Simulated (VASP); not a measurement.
# Cd (P6_3/mmc) in VASP: a series of runs

The runs below take Cd through electric field gradients, with LDA, PBEsol.

All numbers are computed with VASP 6.6.1; they aren't measurements. Logs are shortened: lines on timing, memory, paths and dates and some standing lists are left out, and cuts for length are marked.

## (1) The cell of the first run

Symmetry: P6_3/mmc, No. 194, hexagonal system. Conventional cell: a = 2.979 Å, b = 2.979 Å, c = 5.618 Å, α = 90.00°, β = 90.00°, γ = 120.00°. Within 3.9 Å of Cd (site symmetry -6m2) lie 12 Cd at 2.98 to 3.29 Å.

## (2) Electric field gradients, LDA

INCAR

```
ALGO = Normal ; EDIFF = 1E-8
ENCUT = 520 ; ISIF = 2
ISMEAR = -1 ; LASPH = True
LCHARG = False ; LEFG = True
LREAL = False ; LWAVE = False
NBANDS = 19 ; NELM = 100
PREC = Accurate ; SIGMA = 0.05
```

KPOINTS

```
k-points
0
Gamma
  16 16 7
```

POSCAR

```
Cd
1.0
    2.9788725081      0.0000000000      0.0000000000
   -1.4894362540      2.5797792666      0.0000000000
    0.0000000000      0.0000000000      5.6176500000
Cd
2
Direct
    0.3333333333      0.6666666667      0.2500000000
    0.6666666667      0.3333333333      0.7500000000
```

Potentials or basis: VASP PAW LDA potentials, release 64 (Cd).

Command:

```
$ cat potpaw_LDA.64/Cd/POTCAR > POTCAR
$ mpirun -np 1 vasp_std > vasp.out
```

OUTCAR:

```text
EDIFF = 1E-8
   ENCUT = 520
   ISIF = 2
   ISMEAR = -1
   LASPH = True
   LREAL = False
   NELM = 100
   PREC = Accurate

 ion  position               nearest neighbor table
   1  0.333  0.667  0.250-   2 3.29   2 3.29   2 3.29   2 3.29   2 3.29   2 3.29
   2  0.667  0.333  0.750-   1 3.29   1 3.29   1 3.29   1 3.29   1 3.29   1 3.29

  LATTYP: Found a hexagonal cell.
 ALAT       =     2.9788725081
 C/A-ratio  =     1.8858309594

  Lattice vectors:

 A1 = (   2.9788725081,   0.0000000000,   0.0000000000)
 A2 = (  -1.4894362540,   2.5797792666,   0.0000000000)
 A3 = (   0.0000000000,   0.0000000000,   5.6176500000)

Analysis of symmetry for initial positions (statically):
=====================================================================
 Subroutine PRICEL returns:
 Original cell was already a primitive cell.

 Routine SETGRP: Setting up the symmetry group for a
 hexagonal supercell.

 Subroutine GETGRP returns: Found 24 space group operations
 (whereof 12 operations were pure point group operations)
 out of a pool of 24 trial point group operations.

The static configuration has the point symmetry D_3d.
 The point group associated with its full space group is D_6h.

Analysis of symmetry for dynamics (positions and initial velocities):
=====================================================================
 Subroutine PRICEL returns:
 Original cell was already a primitive cell.

 Routine SETGRP: Setting up the symmetry group for a
 hexagonal supercell.

 Subroutine GETGRP returns: Found 24 space group operations
 (whereof 12 operations were pure point group operations)
 out of a pool of 24 trial point group operations.

The dynamic configuration has the point symmetry D_3d.
 The point group associated with its full space group is D_6h.

 Subroutine INISYM returns: Found 24 space group operations
 (whereof 12 operations are pure point group operations),
 and found     1 'primitive' translations

----------------------------------------------------------------------------------------

                                     Primitive cell

  volume of cell :      43.1707

  direct lattice vectors                    reciprocal lattice vectors
     2.978872508  0.000000000  0.000000000     0.335697482  0.193815032  0.000000000
    -1.489436254  2.579779267  0.000000000     0.000000000  0.387630063  0.000000000
     0.000000000  0.000000000  5.617650000     0.000000000  0.000000000  0.178010378

  length of vectors
     2.978872508  2.978872508  5.617650000     0.387630063  0.387630063  0.178010378

  position of ions in fractional coordinates (direct lattice)
     0.333333333  0.666666667  0.250000000
     0.666666667  0.333333333  0.750000000

  ion indices of the primitive-cell ions
   primitive index   ion index
                 1           1
                 2           2

----------------------------------------------------------------------------------------

 KPOINTS: k-points

Automatic generation of k-mesh.
 Grid dimensions read from file:
 generate k-points for:   16   16    7

 Generating k-lattice:

  Cartesian coordinates                     Fractional coordinates (reciprocal lattice)
     0.020981093  0.012113439  0.000000000     0.062500000 -0.000000000  0.000000000
     0.000000000  0.024226879  0.000000000     0.000000000  0.062500000  0.000000000
     0.000000000  0.000000000  0.025430054     0.000000000  0.000000000  0.142857143

  Length of vectors
     0.024226879  0.024226879  0.025430054

  Shift w.r.t. Gamma in fractional coordinates (k-lattice)
     0.000000000  0.000000000  0.000000000

 Subroutine IBZKPT returns following result:
 ===========================================

 Found    120 irreducible k-points:

 Following reciprocal coordinates:
            Coordinates               Weight
  0.000000  0.000000  0.000000      1.000000
  0.062500 -0.000000  0.000000      6.000000
  0.125000 -0.000000  0.000000      6.000000
  0.187500 -0.000000  0.000000      6.000000
  0.250000 -0.000000  0.000000      6.000000
  0.312500  0.000000  0.000000      6.000000
[... 16 lines left out ...]
  0.187500  0.187500  0.000000      6.000000
  0.250000  0.187500  0.000000     12.000000
 [... further k-points ...]
   k-points           NKPTS =    120   k-points in BZ     NKDIM =    120   number of bands    NBANDS=     19
   number of dos      NEDOS =    301   number of ions     NIONS =      2
   total plane-waves  NPLWV =  24192
   dimension x,y,z NGX =    24 NGY =   24 NGZ =   42
   dimension x,y,z NGXF=    48 NGYF=   48 NGZF=   84
   ions per type =               2
   NGX,Y,Z   is equivalent  to a cutoff of  13.39, 13.39, 12.43 a.u.
   NGXF,Y,Z  is equivalent  to a cutoff of  26.79, 26.79, 24.86 a.u.
 SYSTEM =  unknown system
   PREC   = accura    normal or accurate (medium, high low for compatibility)
   ISTART =      0    job   : 0-new  1-cont  2-samecut
   ICHARG =      2    charge: 1-file 2-atom 10-const
   ISPIN  =      1    spin polarized calculation?
   LNONCOLLINEAR =      F non collinear calculations
   LSORBIT =      F    spin-orbit coupling
   LASPH  =      T    aspherical Exc in radial PAW
   ENCUT  =  520.0 eV  38.22 Ry    6.18 a.u.   5.54  5.54 10.45*2*pi/ulx,y,z
   NELM   =    100;   NELMIN=  2; NELMDL= -5     # of ELM steps
   EDIFF  = 0.1E-07   stopping-criterion for ELM
   LREAL  =      F    real-space projection
   EDIFFG = 0.1E-06   stopping-criterion for IOM
   NSW    =      0    number of steps for IOM
   IBRION =     -1    ionic relax: 0-MD 1-quasi-New 2-CG
   NFREE  =      0    steps in history (QN), initial steepest desc. (CG)
   ISIF   =      2    stress and relaxation
   ISYM   =      2    0-nonsym 1-usesym 2-fastsym
   POTIM  = 0.5000    time-step for ionic-motion
   TEBEG  =    0.0;   TEEND  =   0.0 temperature during run
   PSTRESS=    0.0 pullay stress
   NELECT =      24.0000    total number of electrons
   NUPDOWN=      -1.0000    fix difference up-down
   EMIN   =  10.00;   EMAX   =-10.00  energy-range for DOS
   EFERMI =   0.00;   METHOD = LEGACY
   ISMEAR =    -1;   SIGMA  =   0.05  broadening in eV -4-tet -1-fermi 0-gaus
   EFERMI_NEDOS =   21; number of points for ismear=-14 and -15
   IALGO  =     38    algorithm
   IMIX   =      4    mixing-type and parameters
     AMIX     =   0.40;   BMIX     =  1.00
     AMIX_MAG =   1.60;   BMIX_MAG =  1.00
  volume/ion in A,a.u.               =      21.59       145.67
  Fermi-wavevector in a.u.,A,eV,Ry     =   1.346115  2.543789 24.654109  1.812026
  Thomas-Fermi vector in A             =   2.473973
   LORBIT       =      0    0 simple, 1 ext, 2 COOP (PROOUT), +10 PAW based schemes
   GGA     = CA    functional components
   LHFCALC =     F    Hartree Fock is set to
   AEXX    =    0.0000 exact exchange contribution
   IVDW    =     0    specifies the selected vdW correction
   LEPSILON=     F    determine dielectric tensor
   LRPA    =     F    only Hartree local field effects (RPA)
 non-spin polarized calculation
  energy-cutoff  :      520.00
  volume of cell :       43.17
 maximum number of plane-waves:      1188
 NGX is ok and might be reduce to    24
   NGX = 11   NGY = 11   NGZ = 21

 number of electron      23.9999993 magnetization

 Free energy of the ion-electron system (eV)
  ---------------------------------------------------
  ext. energy  EPLUGINS =         0.00000000
  ---------------------------------------------------
  free energy    TOTEN  =        -3.00951508 eV

  energy without entropy =       -3.00468972  energy(sigma->0) =       -3.00710240

 E-fermi :   2.7337     XC(G=0): -11.3705

 val. band max:        2.7242768133   @ k =   0.1875   0.0625   0.1429
 cond. band min:       2.7436670764   @ k =   0.3125   0.3125   0.4286
 fundamental gap:      0.0193902631
 Fermi energy:         2.7336514327

 k-point     1 :       0.0000    0.0000    0.0000
  band No.  band energies     occupation
      1      -7.1261      2.00000
      2      -6.8578      2.00000
      3      -6.4790      2.00000
      4      -6.4790      2.00000
      5      -6.4274      2.00000
      6      -6.4274      2.00000
[... 11 lines left out ...]
     18      17.6623      0.00000
     19      18.5222      0.00000
[... 485 lines left out ...]
 k-point    24 :       0.2500    0.1875    0.0000
  band No.  band energies     occupation
      1      -6.8238      2.00000
      2      -6.6949      2.00000
      3      -6.6855      2.00000
      4      -6.4122      2.00000
      5      -6.3485      2.00000
      6      -6.1639      2.00000
[... 11 lines left out ...]
     18      12.1042      0.00000
     19      13.2131      0.00000

 [... further k-points ...]

------------------------ aborting loop because EDIFF is reached ----------------------------------------

  FORCE on cell =-STRESS in cart. coord.  units (eV):
  Direction    XX          YY          ZZ          XY          YZ          ZX
  --------------------------------------------------------------------------------------
  -------------------------------------------------------------------------------------
  Total       -1.1484516     -1.1484516     -0.8917600     -0.0000000      0.0000000      0.0000000
  in kB      -42.6220324    -42.6220324    -33.0955373     -0.0000000      0.0000000      0.0000000
  external PRESSURE =     -39.4465340 kB  Pullay stress =       0.0000000 kB

 VOLUME and BASIS-vectors are now :
 -----------------------------------------------------------------------------
  energy-cutoff  :      520.00
  volume of cell :       43.17
      direct lattice vectors                 reciprocal lattice vectors
     2.978872508  0.000000000  0.000000000     0.335697482  0.193815032  0.000000000
    -1.489436254  2.579779267  0.000000000     0.000000000  0.387630063  0.000000000
     0.000000000  0.000000000  5.617650000     0.000000000  0.000000000  0.178010378

 POSITION                                       TOTAL-FORCE (eV/Angst)
 -----------------------------------------------------------------------------------
     -0.00000      1.71985      1.40441        -0.000000      0.000000      0.000000
      1.48944      0.85993      4.21324         0.000000      0.000000      0.000000
 -----------------------------------------------------------------------------------
    total drift:                                0.000000     -0.000000      0.000000

  FREE ENERGIE OF THE ION-ELECTRON SYSTEM (eV)
  ---------------------------------------------------
  free  energy   TOTEN  =        -3.0095150839 eV

  energy  without entropy=       -3.0046897245  energy(sigma->0) =       -3.00710240

 Electric field gradients (V/A^2)
---------------------------------------------------------------------
 ion       V_xx      V_yy      V_zz      V_xy      V_xz      V_yz
---------------------------------------------------------------------
   1     -40.784   -40.783    81.567     0.001     0.000    -0.000
   2     -40.784   -40.783    81.567     0.001    -0.000     0.000
---------------------------------------------------------------------

 Electric field gradients after diagonalization (V/A^2)
 (convention: |V_zz| > |V_xx| > |V_yy|)
----------------------------------------------------------------------
 ion       V_xx      V_yy      V_zz     asymmetry (V_yy - V_xx)/ V_zz
----------------------------------------------------------------------
   1     -40.785   -40.782    81.567       0.000
   2     -40.785   -40.782    81.567       0.000
----------------------------------------------------------------------

           NMR quadrupolar parameters

 Cq : quadrupolar parameter    Cq=e*Q*V_zz/h
 eta: asymmetry parameters     (V_yy - V_xx)/ V_zz
 Q  : nuclear electric quadrupole moment in mb (millibarn)
----------------------------------------------------------------------
 ion       Cq(MHz)       eta       Q (mb)
----------------------------------------------------------------------
   1       0.197       0.000       1.000
   2       0.197       0.000       1.000
----------------------------------------------------------------------
```

It took 44 s on 1 thread of Intel Xeon Platinum 8375C at 2.90GHz (Ice Lake), shared host; peak memory 0.2 GiB.

Results:

```yaml
Free_energy: -3.0095 eV
Pressure: -3.9 GPa
Band_gap_on_the_k_mesh: zero (band 12 reaches 3.63 eV, above the bottom of band 13 at -0.31 eV)
```

Electric field gradients, principal values (V/Å²):
| atom | least | middle | greatest (by size) |
| --- | --- | --- | --- |
| 1 Cd | -40.782 | -40.785 | 81.567 |
| 2 Cd | -40.782 | -40.785 | 81.567 |

Caveat: without QUAD_EFG the Cq values of the log hold for a quadrupole moment of 1 mb, not for the nuclei.

(Continued in part 2 of 2.)
